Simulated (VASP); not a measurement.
# Mn in VASP: single point with LDA

Aim: the single point of Mn with LDA.

All numbers are computed with VASP 6.6.1; they aren't measurements. Logs are shortened: lines on timing, memory, paths and dates and some standing lists are left out, and cuts for length are marked.

### Step 1. The cell of the first run

The cell holds a single atom in a box, 1 atom: a = 14.000 Å, b = 14.400 Å, c = 14.800 Å, α = 90.00°, β = 90.00°, γ = 90.00°.

### Step 2. Single point, LDA, collinear spin, ferromagnetic start

Input file INCAR:

```
SYSTEM = Mn
PREC = Accurate ; ENCUT = 400
EDIFF = 1E-6 ; ISMEAR = -1
SIGMA = 0.01 ; LREAL = .FALSE.
LASPH = .TRUE. ; NELM = 200
ALGO = Normal ; ISIF = 2
LWAVE = .FALSE. ; LCHARG = .TRUE.
ISPIN = 2 ; MAGMOM = 5
LORBIT = 11 ; LMAXMIX = 4
LELF = .TRUE. ; LVHAR = .TRUE.
NBANDS = 16 ; ISYM = 0
GGA_COMPAT = .FALSE.
```

Input file KPOINTS:

```
Automatic mesh
0
G
  1 1 1
  0 0 0
```

Input file POSCAR:

```
Mn
1.0
   14.0000000000      0.0000000000      0.0000000000
    0.0000000000     14.4000000000      0.0000000000
    0.0000000000      0.0000000000     14.8000000000
Mn
1
Direct
    0.5000000000      0.5000000000      0.5000000000
```

Potentials or basis: VASP PAW LDA potentials, release 64 (Mn_pv).

The run is started by

```sh
$ cat potpaw_LDA.64/Mn_pv/POTCAR > POTCAR
$ mpirun -np 1 vasp_gam > vasp.out
```

OUTCAR:

```text
SYSTEM = Mn
   PREC = Accurate
   ENCUT = 400
   EDIFF = 1E-6
   ISMEAR = -1
   LREAL = .FALSE.
   LASPH = .TRUE.
   NELM = 200
   ISIF = 2
   ISPIN = 2
   LORBIT = 11
   ISYM = 0

 ion  position               nearest neighbor table
   1  0.500  0.500  0.500-

IMPORTANT INFORMATION: All symmetrisations will be switched off!
NOSYMM: (Re-)initialisation of all symmetry stuff for point group C_1.

----------------------------------------------------------------------------------------

                                     Primitive cell

  volume of cell :    2983.6800

  direct lattice vectors                    reciprocal lattice vectors
    14.000000000  0.000000000  0.000000000     0.071428571  0.000000000  0.000000000
     0.000000000 14.400000000  0.000000000     0.000000000  0.069444444  0.000000000
     0.000000000  0.000000000 14.800000000     0.000000000  0.000000000  0.067567568

  length of vectors
    14.000000000 14.400000000 14.800000000     0.071428571  0.069444444  0.067567568

  position of ions in fractional coordinates (direct lattice)
     0.500000000  0.500000000  0.500000000

  ion indices of the primitive-cell ions
   primitive index   ion index
                 1           1

----------------------------------------------------------------------------------------

 KPOINTS: Automatic mesh

Automatic generation of k-mesh.
 Grid dimensions read from file:
 generate k-points for:    1    1    1

 Generating k-lattice:

  Cartesian coordinates                     Fractional coordinates (reciprocal lattice)
     0.071428571  0.000000000  0.000000000     1.000000000  0.000000000  0.000000000
     0.000000000  0.069444444  0.000000000     0.000000000  1.000000000  0.000000000
     0.000000000  0.000000000  0.067567568     0.000000000  0.000000000  1.000000000

  Length of vectors
     0.071428571  0.069444444  0.067567568

  Shift w.r.t. Gamma in fractional coordinates (k-lattice)
     0.000000000  0.000000000  0.000000000

 Subroutine IBZKPT returns following result:
 ===========================================

 Found      1 irreducible k-points:

 Following reciprocal coordinates:
            Coordinates               Weight
  0.000000  0.000000  0.000000      1.000000
   k-points           NKPTS =      1   k-points in BZ     NKDIM =      1   number of bands    NBANDS=     16
   number of dos      NEDOS =    301   number of ions     NIONS =      1
   total plane-waves  NPLWV = 903168
   dimension x,y,z NGX =    96 NGY =   96 NGZ =   98
   dimension x,y,z NGXF=   192 NGYF=  192 NGZF=  196
   ions per type =               1
   NGX,Y,Z   is equivalent  to a cutoff of  11.40, 11.08, 11.01 a.u.
   NGXF,Y,Z  is equivalent  to a cutoff of  22.80, 22.17, 22.02 a.u.
 SYSTEM =  Mn
   PREC   = accura    normal or accurate (medium, high low for compatibility)
   ISTART =      0    job   : 0-new  1-cont  2-samecut
   ICHARG =      2    charge: 1-file 2-atom 10-const
   ISPIN  =      2    spin polarized calculation?
   LNONCOLLINEAR =      F non collinear calculations
   LSORBIT =      F    spin-orbit coupling
   LASPH  =      T    aspherical Exc in radial PAW
   ENCUT  =  400.0 eV  29.40 Ry    5.42 a.u.  22.83 23.48 24.14*2*pi/ulx,y,z
   NELM   =    200;   NELMIN=  2; NELMDL= -5     # of ELM steps
   EDIFF  = 0.1E-05   stopping-criterion for ELM
   LREAL  =      F    real-space projection
   EDIFFG = 0.1E-04   stopping-criterion for IOM
   NSW    =      0    number of steps for IOM
   IBRION =     -1    ionic relax: 0-MD 1-quasi-New 2-CG
   NFREE  =      0    steps in history (QN), initial steepest desc. (CG)
   ISIF   =      2    stress and relaxation
   ISYM   =      0    0-nonsym 1-usesym 2-fastsym
   POTIM  = 0.5000    time-step for ionic-motion
   TEBEG  =    0.0;   TEEND  =   0.0 temperature during run
   PSTRESS=    0.0 pullay stress
   NELECT =      13.0000    total number of electrons
   NUPDOWN=      -1.0000    fix difference up-down
   EMIN   =  10.00;   EMAX   =-10.00  energy-range for DOS
   EFERMI =   0.00;   METHOD = LEGACY
   ISMEAR =    -1;   SIGMA  =   0.01  broadening in eV -4-tet -1-fermi 0-gaus
   EFERMI_NEDOS =   21; number of points for ismear=-14 and -15
   IALGO  =     38    algorithm
   IMIX   =      4    mixing-type and parameters
     AMIX     =   0.40;   BMIX     =  1.00
     AMIX_MAG =   1.60;   BMIX_MAG =  1.00
  volume/ion in A,a.u.               =    2983.68     20134.87
  Fermi-wavevector in a.u.,A,eV,Ry     =   0.267386  0.505286  0.972752  0.071495
  Thomas-Fermi vector in A             =   1.102613
   LORBIT       =     11    0 simple, 1 ext, 2 COOP (PROOUT), +10 PAW based schemes
   GGA     = CA    functional components
   LHFCALC =     F    Hartree Fock is set to
   AEXX    =    0.0000 exact exchange contribution
   IVDW    =     0    specifies the selected vdW correction
   LEPSILON=     F    determine dielectric tensor
   LRPA    =     F    only Hartree local field effects (RPA)
 spin polarized calculation
  energy-cutoff  :      400.00
  volume of cell :     2983.68
 maximum number of plane-waves:     27122
 NGX is ok and might be reduce to    90
   NGX = 45   NGY = 47   NGZ = 49

 number of electron      12.9999995 magnetization       4.9999998

 Free energy of the ion-electron system (eV)
  ---------------------------------------------------
  ext. energy  EPLUGINS =         0.00000000
  ---------------------------------------------------
  free energy    TOTEN  =        -4.60766011 eV

  energy without entropy =       -4.60766010  energy(sigma->0) =       -4.60766011

 E-fermi :  -4.4259     XC(G=0):  -0.3887

 val. band max:       -4.5979765823   @ k =   0.0000   0.0000   0.0000
 cond. band min:      -4.2377729816   @ k =   0.0000   0.0000   0.0000
 fundamental gap:      0.3602036006
 Fermi energy:        -4.4259162864

 spin component 1

 k-point     1 :       0.0000    0.0000    0.0000
  band No.  band energies     occupation
      1     -55.8141      1.00000
      2     -55.8141      1.00000
      3     -55.8141      1.00000
      4      -8.2586      1.00000
      5      -8.2586      1.00000
      6      -8.2586      1.00000
[... 8 lines left out ...]
     15       0.5834      0.00000
     16       0.6899      0.00000
 Fermi energy:        -4.4259162864

 spin component 2

 k-point     1 :       0.0000    0.0000    0.0000
  band No.  band energies     occupation
      1     -51.1634      1.00000
      2     -51.1634      1.00000
      3     -51.1634      1.00000
      4      -4.5980      1.00000
      5      -4.2378      0.00000
      6      -4.2378      0.00000
[... 8 lines left out ...]
     15       0.5866      0.00000
     16       0.7391      0.00000

------------------------ aborting loop because EDIFF is reached ----------------------------------------

  FORCE on cell =-STRESS in cart. coord.  units (eV):
  Direction    XX          YY          ZZ          XY          YZ          ZX
  --------------------------------------------------------------------------------------
  -------------------------------------------------------------------------------------
  Total       -0.1044512     -0.1024173     -0.1012975     -0.0001801     -0.0000019     -0.0002007
  in kB       -0.0560882     -0.0549961     -0.0543947     -0.0000967     -0.0000010     -0.0001078
  external PRESSURE =      -0.0551597 kB  Pullay stress =       0.0000000 kB

 VOLUME and BASIS-vectors are now :
 -----------------------------------------------------------------------------
  energy-cutoff  :      400.00
  volume of cell :     2983.68
      direct lattice vectors                 reciprocal lattice vectors
    14.000000000  0.000000000  0.000000000     0.071428571  0.000000000  0.000000000
     0.000000000 14.400000000  0.000000000     0.000000000  0.069444444  0.000000000
     0.000000000  0.000000000 14.800000000     0.000000000  0.000000000  0.067567568

 POSITION                                       TOTAL-FORCE (eV/Angst)
 -----------------------------------------------------------------------------------
      7.00000      7.20000      7.40000         0.000000      0.000001     -0.000002
 -----------------------------------------------------------------------------------
    total drift:                                0.000000      0.000001     -0.000002

  FREE ENERGIE OF THE ION-ELECTRON SYSTEM (eV)
  ---------------------------------------------------
  free  energy   TOTEN  =        -4.6076601135 eV

  energy  without entropy=       -4.6076601007  energy(sigma->0) =       -4.60766011

 total charge

# of ion       s       p       d       tot
------------------------------------------
    1        0.556   5.970   4.641  11.168

 magnetization (x)

# of ion       s       p       d       tot
------------------------------------------
    1        0.052  -0.002   4.641   4.690
```

It took 3.8 min on 1 thread of Intel Xeon Platinum 8259CL at 2.50GHz (Skylake/Cascade Lake), shared host; peak memory 1.1 GiB.

What came out:

```yaml
Free_energy: -4.6077 eV
Pressure: 0.0 GPa
Band_gap_on_the_k_mesh: 0.36 eV
Net_moment: 5.00 μB per cell
Site_moments: Mn +4.69 μB
Valence_electrons_inside_the_program's_atomic_spheres: Mn 11.17
```
